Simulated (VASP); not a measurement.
Write the native input for VASP 6.6.1 that does the following.

- Task: single point
- Functional: PBE
- Potentials or basis: VASP PAW PBE potentials, release 64 (Sn_d)
- Cutoff: 520 eV
- k mesh: 14 × 14 × 14
- Occupations: gaussian, width 0.1 eV
- Spin: no spin polarisation
- Dipole correction: no
- Further INCAR settings: ALGO = Fast; EDIFF = 1e-06; NBANDS = 21

The structure of Sn lies in POSCAR:

```
Sn
1.0
   -2.8430087808      2.8430087808      1.5463575988
    2.8430087808     -2.8430087808      1.5463575988
    2.8430087808      2.8430087808     -1.5463575988
Sn
2
Direct
    0.7500000000      0.2500000000      0.5000000000
    0.0000000000      0.0000000000      0.0000000000
```

One way to write it, as run:

INCAR

```
SYSTEM = Sn
PREC = Accurate
ENCUT = 520
EDIFF = 1E-6
ISMEAR = 0
SIGMA = 0.1
LREAL = .False.
LASPH = .True.
NELM = 80
ALGO = Fast
ISIF = 2
LWAVE = .False.
LCHARG = .False.
GGA = PE
NBANDS = 21
```

KPOINTS

```
Automatic mesh
0
Gamma
  14 14 14
  0 0 0
```

Potentials or basis: VASP PAW PBE potentials, release 64 (Sn_d).

Launch:

```console
$ cat potpaw_PBE.64/Sn_d/POTCAR > POTCAR
$ mpirun -np 1 vasp_std > vasp.out
```

It gave:

The pressure is 8.2 GPa. The band gap on the k mesh is zero (bands 14 and 15 overlap by 4.51 eV).

Caveat: the cell stands under pressure; spin-orbit coupling is left out, which moves the levels of the heavy elements.

Wall time 3.7 min on 1 thread of Intel(R) Xeon(R) Platinum 8259CL CPU @ 2.50GHz (Skylake/Cascade Lake), with other jobs on the host, peak memory 0.33 GiB.
